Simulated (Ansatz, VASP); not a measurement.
# Two plane-wave programs on NiO

```
Ni O
1.0
    -2.07254   -2.07254    4.15685
    -4.15685   -2.07254    2.07254
    -2.07254   -4.15685    2.07254
Ni O
2 2
Cartesian
  0.0000 0.0000 0.0000
  -4.1510 -4.1510 4.1510
  2.0814 2.0814 2.0873
  -2.0696 -2.0696 6.2382
```

Alike in both runs: functional r2SCAN; k mesh 10 × 10 × 10; occupations gaussian, width 0.05 eV; collinear spin.

Ansatz relaxed the structure, and its values are those at the end. VASP's run is a single point on that final structure, the one shown.

|  | VASP | Ansatz |
| --- | --- | --- |
| version | VASP 6.6.1 | Ansatz 0.2.0 |
| potentials or method | VASP PAW PBE potentials, release 64 (Ni, O), cutoff 520 eV | scalar-relativistic, plane waves, PAW |
| valence electrons in the cell | 32 | 48 |

|  | VASP | Ansatz | Ansatz less VASP |
| --- | --- | --- | --- |
| gap on the k mesh at the Fermi level (eV) | 2.31 | 2.39 | +0.074 |
| least direct gap on the mesh (eV) | 2.56 | 2.61 | +0.053 |
| pressure (GPa) | 0.1 | 0.0 | -0.06 |
| net moment per atom (μB) | 0.00 | 0.00 | 0.000 |
| size of the moment on the site where the two differ most (μB) | 1.56 | 1.57 | +0.016 |

VASP's potentials were made for PBE, not for r2SCAN. Site moments also hang on the region over which each program counts them. VASP's potentials hold 32 valence electrons a cell and Ansatz's 48, so a difference there can come from the potentials and not from the codes.
